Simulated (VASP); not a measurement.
# N in VASP: notebook, part 2 of 2

VASP 6.6.1.

## Step 3: Single point, PBE

The input, INCAR:

```
SYSTEM = N
PREC     = Accurate       ! precision mode
ENCUT    = 1330           ! plane-wave cutoff, eV
EDIFF    = 1E-6           ! SCF threshold, eV
ISMEAR   = 0              ! smearing method
SIGMA    = 0.05           ! smearing width, eV
LREAL    = .FALSE.        ! projectors in reciprocal space
LASPH    = .TRUE.         ! aspherical terms in the spheres
NELM     = 120            ! most SCF steps
ALGO     = Normal         ! electronic algorithm
ISIF     = 2              ! what is computed and relaxed
LWAVE    = .FALSE.        ! write WAVECAR
LCHARG   = .FALSE.        ! write CHGCAR
GGA      = PE             ! functional
NBANDS   = 12             ! bands
GGA_COMPAT= .FALSE.
```

The input, KPOINTS:

```
regular mesh
0
G
  9 9 8
  0 0 0
```

The input, POSCAR:

```
N
1.0
    2.5194737886      0.0000000000      0.0000000000
   -1.2597368943      2.1819283051      0.0000000000
    0.0000000000      0.0000000000      2.4460020000
N
2
Direct
    0.3289840000      0.6602320000      0.7360610000
    0.6716180000      0.3329040000      0.2585870000
```

Potentials or basis: VASP PAW PBE potentials, release 64 (N_h).

Command:

```
$ cat potpaw_PBE.64/N_h/POTCAR > POTCAR
$ mpirun -np 1 vasp_std > vasp.out
```

OUTCAR:

```text
SYSTEM = N
   PREC = Accurate
   ENCUT = 1330
   EDIFF = 1E-6
   ISMEAR = 0
   LREAL = .FALSE.
   LASPH = .TRUE.
   NELM = 120
   ISIF = 2
   GGA = PE

 ion  position               nearest neighbor table
   1  0.329  0.660  0.736-
   2  0.672  0.333  0.259-

  LATTYP: Found a hexagonal cell.
 ALAT       =     2.5194737886
 C/A-ratio  =     0.9708384390

  Lattice vectors:

 A1 = (   2.5194737886,   0.0000000000,   0.0000000000)
 A2 = (  -1.2597368943,   2.1819283051,   0.0000000000)
 A3 = (   0.0000000000,   0.0000000000,   2.4460020000)

Analysis of symmetry for initial positions (statically):
=====================================================================
 Subroutine PRICEL returns:
 Original cell was already a primitive cell.

 Routine SETGRP: Setting up the symmetry group for a
 hexagonal supercell.

 Subroutine GETGRP returns: Found  2 space group operations
 (whereof  1 operations were pure point group operations)
 out of a pool of 24 trial point group operations.

The static configuration has the point symmetry C_1 .
 The point group associated with its full space group is S_2 .

Analysis of symmetry for dynamics (positions and initial velocities):
=====================================================================
 Subroutine PRICEL returns:
 Original cell was already a primitive cell.

 Routine SETGRP: Setting up the symmetry group for a
 hexagonal supercell.

 Subroutine GETGRP returns: Found  2 space group operations
 (whereof  1 operations were pure point group operations)
 out of a pool of 24 trial point group operations.

The dynamic configuration has the point symmetry C_1 .
 The point group associated with its full space group is S_2 .

 Subroutine INISYM returns: Found  2 space group operations
 (whereof  1 operations are pure point group operations),
 and found     1 'primitive' translations

----------------------------------------------------------------------------------------

                                     Primitive cell

  volume of cell :      13.4464

  direct lattice vectors                    reciprocal lattice vectors
     2.519473789  0.000000000  0.000000000     0.396908277  0.229155100  0.000000000
    -1.259736894  2.181928305  0.000000000     0.000000000  0.458310201  0.000000000
     0.000000000  0.000000000  2.446002000     0.000000000  0.000000000  0.408830410

  length of vectors
     2.519473789  2.519473789  2.446002000     0.458310201  0.458310201  0.408830410

  position of ions in fractional coordinates (direct lattice)
     0.328984000  0.660232000  0.736061000
     0.671618000  0.332904000  0.258587000

  ion indices of the primitive-cell ions
   primitive index   ion index
                 1           1
                 2           2

----------------------------------------------------------------------------------------

 KPOINTS: regular mesh

Automatic generation of k-mesh.
 Grid dimensions read from file:
 generate k-points for:    9    9    8

 Generating k-lattice:

  Cartesian coordinates                     Fractional coordinates (reciprocal lattice)
     0.044100920  0.025461678  0.000000000     0.111111111  0.000000000  0.000000000
     0.000000000  0.050923356  0.000000000     0.000000000  0.111111111  0.000000000
     0.000000000  0.000000000  0.051103801     0.000000000  0.000000000  0.125000000

  Length of vectors
     0.050923356  0.050923356  0.051103801

  Shift w.r.t. Gamma in fractional coordinates (k-lattice)
     0.000000000  0.000000000  0.000000000

 Subroutine IBZKPT returns following result:
 ===========================================

 Found    325 irreducible k-points:

 Following reciprocal coordinates:
            Coordinates               Weight
  0.000000  0.000000  0.000000      1.000000
  0.111111  0.000000  0.000000      2.000000
  0.000000  0.111111  0.000000      2.000000
 -0.111111  0.111111  0.000000      2.000000
  0.222222  0.000000  0.000000      2.000000
  0.000000  0.222222  0.000000      2.000000
[... 16 lines left out ...]
  0.333333  0.111111  0.000000      2.000000
 -0.111111  0.444444  0.000000      2.000000
 [... further k-points ...]
   k-points           NKPTS =    325   k-points in BZ     NKDIM =    325   number of bands    NBANDS=     12
   number of dos      NEDOS =    301   number of ions     NIONS =      2
   total plane-waves  NPLWV =  27000
   dimension x,y,z NGX =    30 NGY =   30 NGZ =   30
   dimension x,y,z NGXF=    60 NGYF=   60 NGZF=   60
   ions per type =               2
   NGX,Y,Z   is equivalent  to a cutoff of  19.80, 19.80, 20.39 a.u.
   NGXF,Y,Z  is equivalent  to a cutoff of  39.59, 39.59, 40.78 a.u.
 SYSTEM =  N
   PREC   = accura    normal or accurate (medium, high low for compatibility)
   ISTART =      0    job   : 0-new  1-cont  2-samecut
   ICHARG =      2    charge: 1-file 2-atom 10-const
   ISPIN  =      1    spin polarized calculation?
   LNONCOLLINEAR =      F non collinear calculations
   LSORBIT =      F    spin-orbit coupling
   LASPH  =      T    aspherical Exc in radial PAW
   ENCUT  = 1330.0 eV  97.75 Ry    9.89 a.u.   7.49  7.49  7.27*2*pi/ulx,y,z
   NELM   =    120;   NELMIN=  2; NELMDL= -5     # of ELM steps
   EDIFF  = 0.1E-05   stopping-criterion for ELM
   LREAL  =      F    real-space projection
   EDIFFG = 0.1E-04   stopping-criterion for IOM
   NSW    =      0    number of steps for IOM
   IBRION =     -1    ionic relax: 0-MD 1-quasi-New 2-CG
   NFREE  =      0    steps in history (QN), initial steepest desc. (CG)
   ISIF   =      2    stress and relaxation
   ISYM   =      2    0-nonsym 1-usesym 2-fastsym
   POTIM  = 0.5000    time-step for ionic-motion
   TEBEG  =    0.0;   TEEND  =   0.0 temperature during run
   PSTRESS=    0.0 pullay stress
   NELECT =      10.0000    total number of electrons
   NUPDOWN=      -1.0000    fix difference up-down
   EMIN   =  10.00;   EMAX   =-10.00  energy-range for DOS
   EFERMI =   0.00;   METHOD = LEGACY
   ISMEAR =     0;   SIGMA  =   0.05  broadening in eV -4-tet -1-fermi 0-gaus
   EFERMI_NEDOS =   21; number of points for ismear=-14 and -15
   IALGO  =     38    algorithm
   IMIX   =      4    mixing-type and parameters
     AMIX     =   0.40;   BMIX     =  1.00
     AMIX_MAG =   1.60;   BMIX_MAG =  1.00
  volume/ion in A,a.u.               =       6.72        45.37
  Fermi-wavevector in a.u.,A,eV,Ry     =   1.483221  2.802881 29.932052  2.199944
  Thomas-Fermi vector in A             =   2.596909
   LORBIT       =      0    0 simple, 1 ext, 2 COOP (PROOUT), +10 PAW based schemes
   GGA     = PE    functional components
   LHFCALC =     F    Hartree Fock is set to
   AEXX    =    0.0000 exact exchange contribution
   IVDW    =     0    specifies the selected vdW correction
   LEPSILON=     F    determine dielectric tensor
   LRPA    =     F    only Hartree local field effects (RPA)
 non-spin polarized calculation
 Gauss-broadening in eV      SIGMA  =   0.05
  energy-cutoff  :     1330.00
  volume of cell :       13.45
 maximum number of plane-waves:      1501
 NGX is ok and might be reduce to    30
   NGX = 15   NGY = 15   NGZ = 15

 number of electron      10.0000000 magnetization

 Free energy of the ion-electron system (eV)
  ---------------------------------------------------
  ext. energy  EPLUGINS =         0.00000000
  ---------------------------------------------------
  free energy    TOTEN  =        -9.49382931 eV

  energy without entropy =       -9.49218593  energy(sigma->0) =       -9.49300762

 E-fermi :   8.1038     XC(G=0): -13.0838

 val. band max:        8.1033399792   @ k =  -0.4444   0.2222   0.3750
 cond. band min:       8.1085138142   @ k =  -0.3333   0.4444  -0.1250
 fundamental gap:      0.0051738350
 Fermi energy:         8.1038425703

 k-point     1 :       0.0000    0.0000    0.0000
  band No.  band energies     occupation
      1     -14.0140      2.00000
      2       2.3343      2.00000
      3       3.3090      2.00000
      4       5.5548      2.00000
      5       5.8178      2.00000
      6      10.7182      0.00000
      7      11.0720      0.00000
      8      14.1365      0.00000
      9      22.7907      0.00000
     10      26.1811      0.00000
     11      33.2202      0.00000
     12      33.7176      0.00000
[... 331 lines left out ...]
 k-point    24 :      -0.1111    0.4444    0.0000
  band No.  band energies     occupation
      1     -10.4393      2.00000
      2      -4.7655      2.00000
      3       1.8975      2.00000
      4       5.9723      2.00000
      5       6.8837      2.00000
      6      10.4530      0.00000
      7      10.8247      0.00000
      8      12.9228      0.00000
      9      23.0112      0.00000
     10      29.4844      0.00000
     11      33.5550      0.00000
     12      35.9152      0.00000

 [... further k-points ...]
[... 5 lines left out ...]
  --------------------------------------------------------------------------------------
  -------------------------------------------------------------------------------------
  Total        0.7089095      1.0340796      0.4287251     -0.1887303     -0.0308489     -0.0249438
  in kB       84.4684016    123.2132582     51.0837077    -22.4876980     -3.6757246     -2.9721158
  external PRESSURE =      86.2551225 kB  Pullay stress =       0.0000000 kB

 VOLUME and BASIS-vectors are now :
 -----------------------------------------------------------------------------
  energy-cutoff  :     1330.00
  volume of cell :       13.45
      direct lattice vectors                 reciprocal lattice vectors
     2.519473789  0.000000000  0.000000000     0.396908277  0.229155100  0.000000000
    -1.259736894  2.181928305  0.000000000     0.000000000  0.458310201  0.000000000
     0.000000000  0.000000000  2.446002000     0.000000000  0.000000000  0.408830410

 POSITION                                       TOTAL-FORCE (eV/Angst)
 -----------------------------------------------------------------------------------
     -0.00285      1.44058      1.80041        -0.151411     -0.112630     -2.010652
      1.27275      0.72637      0.63250         0.151411      0.112630      2.010652
 -----------------------------------------------------------------------------------
    total drift:                                0.000001     -0.000001      0.000001

  FREE ENERGIE OF THE ION-ELECTRON SYSTEM (eV)
  ---------------------------------------------------
  free  energy   TOTEN  =        -9.4938293149 eV

  energy  without entropy=       -9.4921859305  energy(sigma->0) =       -9.49300762
```

It took 61 s on 1 thread of AMD EPYC 9R45 (Zen 5), shared host; peak memory 0.25 GiB.

Results:

```
Free energy            : -9.4938 eV
Pressure               : 8.6 GPa
Largest force          : 2.019 eV/Å
Band gap on the k mesh : zero (bands 5 and 6 overlap by 4.21 eV)
```

Forces in eV/Å, atoms in the order of the input:
```
N   -0.151 -0.113 -2.011
N    0.151  0.113  2.011
```

Caveat: the stress differs along the axes, from 5 to 12 GPa; forces of over 1 eV/Å act on the atoms, so gaps and moduli don't describe the material at rest.

The gap in the log of VASP goes by the Fermi energy; the results here count the filled bands.